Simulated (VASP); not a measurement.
## CdS (m.b): single point with PBE

Crystal: CdS (m.b).

```
Cd S
1.0
     4.19685    0.00000    0.00000
    -2.09843    3.63458    0.00000
     0.00000    0.00000    6.82965
Cd S
2 2
Direct
  0.33333 0.66667 0.00022
  0.66667 0.33333 0.50022
  0.33333 0.66667 0.37678
  0.66667 0.33333 0.87678
```

- Program: VASP 6.6.1
- Task: single point
- Functional: PBE
- Potentials or basis: VASP PAW PBE potentials, release 64 (Cd, S)
- Cutoff: 500 eV
- k mesh: 9 × 9 × 4
- Occupations: gaussian, width 0.02 eV
- Spin: no spin polarisation

```json
{
 "Pressure": "0.3 GPa",
 "Band gap on the k mesh": "1.11 eV, direct"
}
```

Levels at points of the mesh, in eV from the valence-band top:
```tsv
k point	band 14	band 15	band 16	band 17	band 18	band 19	band 20	band 21	band 22	band 23
(0.00, 0.00, 0.00)	-0.69	-0.69	-0.04	0.00	0.00	1.11	2.74	6.48	6.48	6.78
(0.00, 0.00, 0.50)	-2.36	-0.36	-0.36	-0.36	-0.36	2.76	2.76	6.14	6.14	6.83
```

Run time: 70 s on 1 thread of Intel(R) Xeon(R) Platinum 8259CL CPU @ 2.50GHz (Skylake/Cascade Lake) (shared host), peak memory 0.25 GiB.

A hybrid or GW would open this gap; PBE tends to underestimate it.
